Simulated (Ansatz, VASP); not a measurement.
**V: VASP beside Ansatz**

```xyz
1
Lattice="-1.5130 1.5130 1.5130 1.5130 -1.5130 1.5130 1.5130 1.5130 -1.5130" Properties=species:S:1:pos:R:3 pbc="T T T"
V     0.0000    0.0000    0.0000
```

Alike in both runs: task single point; functional r2SCAN; k mesh 12 × 12 × 12; occupations fermi-dirac, width 0.1 eV; collinear spin.

|  | VASP | Ansatz |
| --- | --- | --- |
| version | VASP 6.6.1 | Ansatz 0.2.0 |
| potentials or method | VASP PAW PBE potentials, release 64 (V_sv), cutoff 520 eV | PAW, plane waves, scalar-relativistic |
| valence electrons in the cell | 13 | 13 |

|  | VASP | Ansatz | Ansatz less VASP |
| --- | --- | --- | --- |
| pressure (GPa) | -6.7 | -6.7 | +0.07 |
| net moment per atom (μB) | 0.00 | 0.40 | +0.396 |
| size of the moment on the site where the two differ most (μB) | 0.00 | 0.32 | +0.323 |

The net moments are unlike, so the other rows may belong to different states. VASP's potentials were made for PBE, not for r2SCAN. Site moments also hang on the region over which each program counts them. Ansatz's warnings: stability check not made.
